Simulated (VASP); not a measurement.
Here is a VASP 6.6.1 calculation.

The input INCAR:

```
SYSTEM = RbAl2
PREC = Accurate
ENCUT = 520
EDIFF = 1E-6
ISMEAR = 0
SIGMA = 0.1
LREAL = .FALSE.
LASPH = .TRUE.
NELM = 60
ALGO = Fast
ISIF = 2
LWAVE = .FALSE.
LCHARG = .FALSE.
GGA = PE
NBANDS = 24
```

Contents of KPOINTS:

```
regular mesh
0
G
  6 6 2
  0 0 0
```

File POSCAR:

```
RbAl2
1.0
    3.4102684542      0.0000000000      0.0000000000
   -1.7051342271      2.9533791151      0.0000000000
    0.0000000000      0.0000000000     13.2645458400
Rb Al
2 4
Direct
    0.3333333333      0.6666666667      0.2500000000
    0.6666666667      0.3333333333      0.7500000000
    0.3333333333      0.6666666667      0.6275000000
    0.6666666667      0.3333333333      0.1275000000
    0.3333333333      0.6666666667      0.8725000000
    0.6666666667      0.3333333333      0.3725000000
```

Potentials or basis: VASP PAW PBE potentials, release 64 (Rb_sv, Al).

The run is started by

```console
$ cat potpaw_PBE.64/Rb_sv/POTCAR potpaw_PBE.64/Al/POTCAR > POTCAR
$ mpirun -np 1 vasp_std > vasp.out
```

Problem. What does it give for the pressure?

Solution. 29.5 GPa.

Problem. Estimate the band gap on the k mesh.

Solution. Zero (bands 15 and 16 overlap by 3.07 eV).

Problem. What does it give for the largest force?

Solution. 4.987 eV/Å.

Forces on the atoms (eV/Å):
```
Rb   0.000  0.000  0.000
Rb   0.000  0.000  0.000
Al   0.000  0.000 -4.987
Al   0.000  0.000 -4.987
Al   0.000  0.000  4.987
Al   0.000  0.000  4.987
```

Caveat: the stress differs along the axes, from 28 to 33 GPa; forces of over 1 eV/Å act on the atoms, so gaps and moduli don't describe the material at rest.
